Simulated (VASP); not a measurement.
Runs of VASP 6.6.1 on RbBr. The structure is that of space group Fm-3m (No. 225), or close to it. The cells are those of the table. 

| task | level | potentials or basis | spin | cell | gap on the mesh (eV) | pressure (GPa) | moment (μB) |
| --- | --- | --- | --- | --- | --- | --- | --- |
| electric field gradients | r2SCAN | VASP PAW PBE potentials, release 64 (Rb_sv, Br) | off | a = 4.911 Å, angles 60.0°, 2 atoms | (a) | -0.1 | - |
| single point | PBE | VASP PAW PBE potentials, release 64 (Rb_sv, Br) | off | a = 4.847 Å, angles 60.0°, 2 atoms | 4.36 | 1.0 | - |
| electric field gradients | PBE | VASP PAW PBE potentials, release 64 (Rb_sv, Br) | non-collinear, zero start, SOC | a = 4.847 Å, angles 60.0°, 2 atoms | - | 1.0 | 0.00 |
| single point | LDA | VASP PAW LDA potentials, release 64 (Rb_sv, Br) | off | a = 4.847 Å, angles 60.0°, 2 atoms | (b) | -1.2 | - |
| single point | PBE | VASP PAW PBE potentials, release 64 (Rb_sv, Br) | non-collinear, zero start, SOC | a = 4.847 Å, angles 60.0°, 2 atoms | - | 1.0 | 0.00 |

Alike in all rows: k mesh 7 × 7 × 7; cutoff (eV) 520; smearing fermi-dirac 0.03 eV.

Task: Fill in the values left out.

Result: (a) 4.87; (b) 3.96.

Caveats: an odd mesh through Γ misses points on the zone boundary, where band edges can lie (at least some runs); the PAW data sets were made with another functional, which shifts forces and pressure a little (at least some runs).

A k mesh can miss the band edges, and rows without SOC leave out spin-orbit coupling on Br, Rb.
